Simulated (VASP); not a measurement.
# AlN (Fm-3m) in VASP: a series of runs

AlN is run at these levels: PBE; tasks: electric field gradients.

All numbers are computed with VASP 6.6.1; they aren't measurements. Logs are shortened: lines on timing, memory, paths and dates and some standing lists are left out, and cuts for length are marked.

### 1 The cell of the first run

Symmetry: Fm-3m, No. 225, cubic system. The conventional cell has a = 3.889 Å, b = 3.889 Å, c = 3.889 Å, α = 90.00°, β = 90.00°, γ = 90.00°. Within 2.6 Å of Al (site symmetry m-3m) lie 6 N at 1.94 Å. N (site symmetry m-3m) has 6 Al at 1.94 Å within 2.6 Å.

### 2 Electric field gradients, PBE (volume scaled by 0.95)

File INCAR:

```
  PREC = Accurate
  ENCUT = 520
  EDIFF = 1E-8
  ISMEAR = -1
  SIGMA = 0.02
  LREAL = False
  LASPH = True
  NELM = 60
  ALGO = Normal
  ISIF = 2
  LWAVE = False
  LCHARG = False
  GGA = PE
  LEFG = True
  NBANDS = 11
```

File KPOINTS:

```
regular mesh
0
Gamma
  10 10 10
```

File POSCAR:

```
AlN
1.0
    0.0000000000      1.9444680984      1.9444680984
    1.9444680984      0.0000000000      1.9444680984
    1.9444680984      1.9444680984      0.0000000000
Al N
1 1
Direct
    0.0000000000      0.0000000000      0.0000000000
    0.5000000000      0.5000000000      0.5000000000
```

Potentials or basis: VASP PAW PBE potentials, release 64 (Al, N).

Command:

```sh
$ cat potpaw_PBE.64/Al/POTCAR potpaw_PBE.64/N/POTCAR > POTCAR
$ mpirun -np 1 vasp_std > vasp.out
```

OUTCAR:

```text
PREC = Accurate
   ENCUT = 520
   EDIFF = 1E-8
   ISMEAR = -1
   LREAL = False
   LASPH = True
   NELM = 60
   ISIF = 2
   GGA = PE

 ion  position               nearest neighbor table
   1  0.000  0.000  0.000-   2 1.94   2 1.94   2 1.94   2 1.94   2 1.94   2 1.94
   2  0.500  0.500  0.500-   1 1.94   1 1.94   1 1.94   1 1.94   1 1.94   1 1.94

  LATTYP: Found a face centered cubic cell.
 ALAT       =     3.8889361968

  Lattice vectors:

 A1 = (   0.0000000000,   1.9444680984,   1.9444680984)
 A2 = (   1.9444680984,   0.0000000000,   1.9444680984)
 A3 = (   1.9444680984,   1.9444680984,   0.0000000000)

Analysis of symmetry for initial positions (statically):
=====================================================================
 Subroutine PRICEL returns:
 Original cell was already a primitive cell.

 Routine SETGRP: Setting up the symmetry group for a
 face centered cubic supercell.

 Subroutine GETGRP returns: Found 48 space group operations
[... 9 lines left out ...]

 Routine SETGRP: Setting up the symmetry group for a
 face centered cubic supercell.

 Subroutine GETGRP returns: Found 48 space group operations
[... 11 lines left out ...]
                                     Primitive cell

  volume of cell :      14.7039

  direct lattice vectors                    reciprocal lattice vectors
     0.000000000  1.944468098  1.944468098    -0.257139729  0.257139729  0.257139729
     1.944468098  0.000000000  1.944468098     0.257139729 -0.257139729  0.257139729
     1.944468098  1.944468098  0.000000000     0.257139729  0.257139729 -0.257139729

  length of vectors
     2.749893156  2.749893156  2.749893156     0.445379075  0.445379075  0.445379075

  position of ions in fractional coordinates (direct lattice)
     0.000000000  0.000000000  0.000000000
     0.500000000  0.500000000  0.500000000

  ion indices of the primitive-cell ions
   primitive index   ion index
                 1           1
                 2           2

----------------------------------------------------------------------------------------

 KPOINTS: regular mesh

Automatic generation of k-mesh.
 Grid dimensions read from file:
 generate k-points for:   10   10   10

 Generating k-lattice:
[... 98 lines left out ...]

 number of electron       7.9999998 magnetization

 Free energy of the ion-electron system (eV)
  ---------------------------------------------------
  ext. energy  EPLUGINS =         0.00000000
  ---------------------------------------------------
  free energy    TOTEN  =       -14.27660760 eV

  energy without entropy =      -14.27660760  energy(sigma->0) =      -14.27660760

 E-fermi :  11.9313     XC(G=0): -12.8436

 val. band max:       11.5545198775   @ k =   0.0000   0.0000   0.0000
 cond. band min:      16.6330847095   @ k =   0.5000   0.5000   0.0000
 fundamental gap:      5.0785648320
 Fermi energy:        11.9313205079

 k-point     1 :       0.0000    0.0000    0.0000
  band No.  band energies     occupation
      1      -7.1077      2.00000
      2      11.5545      2.00000
      3      11.5545      2.00000
      4      11.5545      2.00000
      5      19.0213      0.00000
      6      24.0907      0.00000
      7      24.0907      0.00000
      8      24.0907      0.00000
      9      29.5591      0.00000
     10      30.2173      0.00000
     11      30.2173      0.00000
[... 309 lines left out ...]
 k-point    24 :       0.4000    0.3000    0.0000
  band No.  band energies     occupation
      1      -3.6971      2.00000
      2       5.2140      2.00000
      3       8.4218      2.00000
      4       9.0009      2.00000
      5      18.0484      0.00000
      6      19.3340      0.00000
      7      25.1689      0.00000
      8      28.6641      0.00000
      9      29.5899      0.00000
     10      34.7226      0.00000
     11      38.1895      0.00000

 [... further k-points ...]
[... 5 lines left out ...]
  --------------------------------------------------------------------------------------
  -------------------------------------------------------------------------------------
  Total        4.1174601      4.1174601      4.1174601     -0.0000000      0.0000000      0.0000000
  in kB      448.6498405    448.6498405    448.6498405     -0.0000000      0.0000000      0.0000000
  external PRESSURE =     448.6498405 kB  Pullay stress =       0.0000000 kB

 VOLUME and BASIS-vectors are now :
 -----------------------------------------------------------------------------
  energy-cutoff  :      520.00
  volume of cell :       14.70
      direct lattice vectors                 reciprocal lattice vectors
     0.000000000  1.944468098  1.944468098    -0.257139729  0.257139729  0.257139729
     1.944468098  0.000000000  1.944468098     0.257139729 -0.257139729  0.257139729
     1.944468098  1.944468098  0.000000000     0.257139729  0.257139729 -0.257139729

 POSITION                                       TOTAL-FORCE (eV/Angst)
 -----------------------------------------------------------------------------------
      0.00000      0.00000      0.00000        -0.000000      0.000000     -0.000000
      1.94447      1.94447      1.94447         0.000000     -0.000000      0.000000
 -----------------------------------------------------------------------------------
    total drift:                                0.000000      0.000000      0.000000

  FREE ENERGIE OF THE ION-ELECTRON SYSTEM (eV)
  ---------------------------------------------------
  free  energy   TOTEN  =       -14.2766076003 eV

  energy  without entropy=      -14.2766076002  energy(sigma->0) =      -14.27660760

 Electric field gradients (V/A^2)
---------------------------------------------------------------------
 ion       V_xx      V_yy      V_zz      V_xy      V_xz      V_yz
---------------------------------------------------------------------
   1      -0.000    -0.000    -0.000    -0.000    -0.000    -0.000
   2       0.000    -0.000    -0.000     0.001     0.001     0.001
---------------------------------------------------------------------

 Electric field gradients after diagonalization (V/A^2)
 (convention: |V_zz| > |V_xx| > |V_yy|)
----------------------------------------------------------------------
 ion       V_xx      V_yy      V_zz     asymmetry (V_yy - V_xx)/ V_zz
----------------------------------------------------------------------
   1       0.000     0.000    -0.000       0.000
   2      -0.001    -0.001     0.003       0.000
----------------------------------------------------------------------

           NMR quadrupolar parameters

 Cq : quadrupolar parameter    Cq=e*Q*V_zz/h
 eta: asymmetry parameters     (V_yy - V_xx)/ V_zz
 Q  : nuclear electric quadrupole moment in mb (millibarn)
----------------------------------------------------------------------
 ion       Cq(MHz)       eta       Q (mb)
----------------------------------------------------------------------
   1      -0.000       0.000       1.000
   2       0.000       0.000       1.000
----------------------------------------------------------------------
```

stdout:

```text
POSCAR found type information on POSCAR AlN
 POSCAR found :  2 types and       2 ions
 scaLAPACK will be used
 LDA part: xc-table for (Slater+PW92), standard interpolation
 POSCAR, INCAR and KPOINTS ok, starting setup
 FFT: planning ... GRIDC
 FFT: planning ... GRID_SOFT
 FFT: planning ... GRID
 WAVECAR not read
 entering main loop
ion   1

ion   2
```

Wall time 9.7 s (1 thread of Intel Xeon 8259CL, shared host); peak memory 0.12 GiB.

What came out:

- Free energy: -14.2766 eV
- Pressure: 44.9 GPa
- Band gap on the k mesh: 5.08 eV, indirect (least direct gap 7.47 eV)

Caveat: without QUAD_EFG the Cq values of the log hold for a quadrupole moment of 1 mb, not for the nuclei.

### 3 Electric field gradients, PBE (volume scaled by 0.95)

File INCAR:

```
SYSTEM = AlN
  PREC = Accurate
  ENCUT = 520
  EDIFF = 1E-8
  ISMEAR = -1
  SIGMA = 0.02
  LREAL = .FALSE.
  LASPH = .TRUE.
  NELM = 100
  ALGO = Normal
  ISIF = 2
  LWAVE = .FALSE.
  LCHARG = .FALSE.
  GGA = PE
  LEFG = .TRUE.
  NBANDS = 11
```

File KPOINTS:

```
regular mesh
0
G
  10 10 10
  0 0 0
```

POSCAR is that of step 2.

Potentials or basis: VASP PAW PBE potentials, release 64 (Al, N).

Command:

```sh
$ cat potpaw_PBE.64/Al/POTCAR potpaw_PBE.64/N/POTCAR > POTCAR
$ mpirun -np 1 vasp_std > vasp.out
```

OUTCAR:

```text
SYSTEM = AlN
   PREC = Accurate
   ENCUT = 520
   EDIFF = 1E-8
   ISMEAR = -1
   LREAL = .FALSE.
   LASPH = .TRUE.
   NELM = 100
   ISIF = 2
   GGA = PE

 ion  position               nearest neighbor table
   1  0.000  0.000  0.000-   2 1.94   2 1.94   2 1.94   2 1.94   2 1.94   2 1.94
   2  0.500  0.500  0.500-   1 1.94   1 1.94   1 1.94   1 1.94   1 1.94   1 1.94

  LATTYP: Found a face centered cubic cell.
 ALAT       =     3.8889361968

  Lattice vectors:

 A1 = (   0.0000000000,   1.9444680984,   1.9444680984)
 A2 = (   1.9444680984,   0.0000000000,   1.9444680984)
 A3 = (   1.9444680984,   1.9444680984,   0.0000000000)

Analysis of symmetry for initial positions (statically):
=====================================================================
 Subroutine PRICEL returns:
 Original cell was already a primitive cell.

 Routine SETGRP: Setting up the symmetry group for a
 face centered cubic supercell.

 Subroutine GETGRP returns: Found 48 space group operations
[... 9 lines left out ...]

 Routine SETGRP: Setting up the symmetry group for a
 face centered cubic supercell.

 Subroutine GETGRP returns: Found 48 space group operations
[... 11 lines left out ...]
                                     Primitive cell

  volume of cell :      14.7039

  direct lattice vectors                    reciprocal lattice vectors
     0.000000000  1.944468098  1.944468098    -0.257139729  0.257139729  0.257139729
     1.944468098  0.000000000  1.944468098     0.257139729 -0.257139729  0.257139729
     1.944468098  1.944468098  0.000000000     0.257139729  0.257139729 -0.257139729

  length of vectors
     2.749893156  2.749893156  2.749893156     0.445379075  0.445379075  0.445379075

  position of ions in fractional coordinates (direct lattice)
     0.000000000  0.000000000  0.000000000
     0.500000000  0.500000000  0.500000000

  ion indices of the primitive-cell ions
   primitive index   ion index
                 1           1
                 2           2

----------------------------------------------------------------------------------------

 KPOINTS: regular mesh

Automatic generation of k-mesh.
 Grid dimensions read from file:
 generate k-points for:   10   10   10

 Generating k-lattice:

  Cartesian coordinates                     Fractional coordinates (reciprocal lattice)
    -0.025713973  0.025713973  0.025713973     0.100000000  0.000000000  0.000000000
     0.025713973 -0.025713973  0.025713973     0.000000000  0.100000000  0.000000000
     0.025713973  0.025713973 -0.025713973     0.000000000  0.000000000  0.100000000

  Length of vectors
     0.044537908  0.044537908  0.044537908

  Shift w.r.t. Gamma in fractional coordinates (k-lattice)
     0.000000000  0.000000000  0.000000000

 Subroutine IBZKPT returns following result:
 ===========================================

 Found     47 irreducible k-points:

 Following reciprocal coordinates:
            Coordinates               Weight
  0.000000  0.000000  0.000000      1.000000
[... 49 lines left out ...]
   ISYM   =      2    0-nonsym 1-usesym 2-fastsym
   POTIM  = 0.5000    time-step for ionic-motion
   TEBEG  =    0.0;   TEEND  =   0.0 temperature during run
   PSTRESS=    0.0 pullay stress
   NELECT =       8.0000    total number of electrons
   NUPDOWN=      -1.0000    fix difference up-down
   EMIN   =  10.00;   EMAX   =-10.00  energy-range for DOS
   EFERMI =   0.00;   METHOD = LEGACY
   ISMEAR =    -1;   SIGMA  =   0.02  broadening in eV -4-tet -1-fermi 0-gaus
   EFERMI_NEDOS =   21; number of points for ismear=-14 and -15
   IALGO  =     38    algorithm
   IMIX   =      4    mixing-type and parameters
     AMIX     =   0.40;   BMIX     =  1.00
     AMIX_MAG =   1.60;   BMIX_MAG =  1.00
  volume/ion in A,a.u.               =       7.35        49.61
  Fermi-wavevector in a.u.,A,eV,Ry     =   1.336474  2.525571 24.302237  1.786164
  Thomas-Fermi vector in A             =   2.465098
   LORBIT       =      0    0 simple, 1 ext, 2 COOP (PROOUT), +10 PAW based schemes
   GGA     = PE    functional components
   LHFCALC =     F    Hartree Fock is set to
   AEXX    =    0.0000 exact exchange contribution
   IVDW    =     0    specifies the selected vdW correction
   LEPSILON=     F    determine dielectric tensor
   LRPA    =     F    only Hartree local field effects (RPA)
 non-spin polarized calculation
  energy-cutoff  :      520.00
  volume of cell :       14.70
 maximum number of plane-waves:       411
   NGX = 11   NGY = 11   NGZ = 11

 number of electron       7.9999998 magnetization

 Free energy of the ion-electron system (eV)
  ---------------------------------------------------
  ext. energy  EPLUGINS =         0.00000000
  ---------------------------------------------------
  free energy    TOTEN  =       -14.27660760 eV

  energy without entropy =      -14.27660760  energy(sigma->0) =      -14.27660760

 E-fermi :  11.9313     XC(G=0): -12.8436

 val. band max:       11.5545198775   @ k =   0.0000   0.0000   0.0000
 cond. band min:      16.6330847095   @ k =   0.5000   0.5000   0.0000
 fundamental gap:      5.0785648320
 Fermi energy:        11.9313205079

 k-point     1 :       0.0000    0.0000    0.0000
  band No.  band energies     occupation
      1      -7.1077      2.00000
      2      11.5545      2.00000
      3      11.5545      2.00000
      4      11.5545      2.00000
      5      19.0213      0.00000
      6      24.0907      0.00000
      7      24.0907      0.00000
      8      24.0907      0.00000
      9      29.5591      0.00000
     10      30.2173      0.00000
     11      30.2173      0.00000
[... 309 lines left out ...]
 k-point    24 :       0.4000    0.3000    0.0000
  band No.  band energies     occupation
      1      -3.6971      2.00000
      2       5.2140      2.00000
      3       8.4218      2.00000
      4       9.0009      2.00000
      5      18.0484      0.00000
      6      19.3340      0.00000
      7      25.1689      0.00000
      8      28.6641      0.00000
      9      29.5899      0.00000
     10      34.7226      0.00000
     11      38.1895      0.00000

 [... further k-points ...]
[... 5 lines left out ...]
  --------------------------------------------------------------------------------------
  -------------------------------------------------------------------------------------
  Total        4.1174601      4.1174601      4.1174601     -0.0000000      0.0000000      0.0000000
  in kB      448.6498405    448.6498405    448.6498405     -0.0000000      0.0000000      0.0000000
  external PRESSURE =     448.6498405 kB  Pullay stress =       0.0000000 kB

 VOLUME and BASIS-vectors are now :
 -----------------------------------------------------------------------------
  energy-cutoff  :      520.00
  volume of cell :       14.70
      direct lattice vectors                 reciprocal lattice vectors
     0.000000000  1.944468098  1.944468098    -0.257139729  0.257139729  0.257139729
     1.944468098  0.000000000  1.944468098     0.257139729 -0.257139729  0.257139729
     1.944468098  1.944468098  0.000000000     0.257139729  0.257139729 -0.257139729

 POSITION                                       TOTAL-FORCE (eV/Angst)
 -----------------------------------------------------------------------------------
      0.00000      0.00000      0.00000        -0.000000      0.000000     -0.000000
      1.94447      1.94447      1.94447         0.000000     -0.000000      0.000000
 -----------------------------------------------------------------------------------
    total drift:                                0.000000      0.000000      0.000000

  FREE ENERGIE OF THE ION-ELECTRON SYSTEM (eV)
  ---------------------------------------------------
  free  energy   TOTEN  =       -14.2766076003 eV

  energy  without entropy=      -14.2766076002  energy(sigma->0) =      -14.27660760

 Electric field gradients (V/A^2)
---------------------------------------------------------------------
 ion       V_xx      V_yy      V_zz      V_xy      V_xz      V_yz
---------------------------------------------------------------------
   1      -0.000    -0.000    -0.000    -0.000    -0.000    -0.000
   2       0.000    -0.000    -0.000     0.001     0.001     0.001
---------------------------------------------------------------------

 Electric field gradients after diagonalization (V/A^2)
 (convention: |V_zz| > |V_xx| > |V_yy|)
----------------------------------------------------------------------
 ion       V_xx      V_yy      V_zz     asymmetry (V_yy - V_xx)/ V_zz
----------------------------------------------------------------------
   1       0.000     0.000    -0.000       0.000
   2      -0.001    -0.001     0.003       0.000
----------------------------------------------------------------------

           NMR quadrupolar parameters

 Cq : quadrupolar parameter    Cq=e*Q*V_zz/h
 eta: asymmetry parameters     (V_yy - V_xx)/ V_zz
 Q  : nuclear electric quadrupole moment in mb (millibarn)
----------------------------------------------------------------------
 ion       Cq(MHz)       eta       Q (mb)
----------------------------------------------------------------------
   1      -0.000       0.000       1.000
   2       0.000       0.000       1.000
----------------------------------------------------------------------
```

Wall time 9.2 s (1 thread of Intel Xeon 8259CL, shared host); peak memory 0.12 GiB.

What came out:

```
Free energy            : -14.2766 eV
Pressure               : 44.9 GPa
Band gap on the k mesh : 5.08 eV, indirect (least direct gap 7.47 eV)
```

Caveat: without QUAD_EFG the Cq values of the log hold for a quadrupole moment of 1 mb, not for the nuclei.

(Continued in part 2 of 3.)
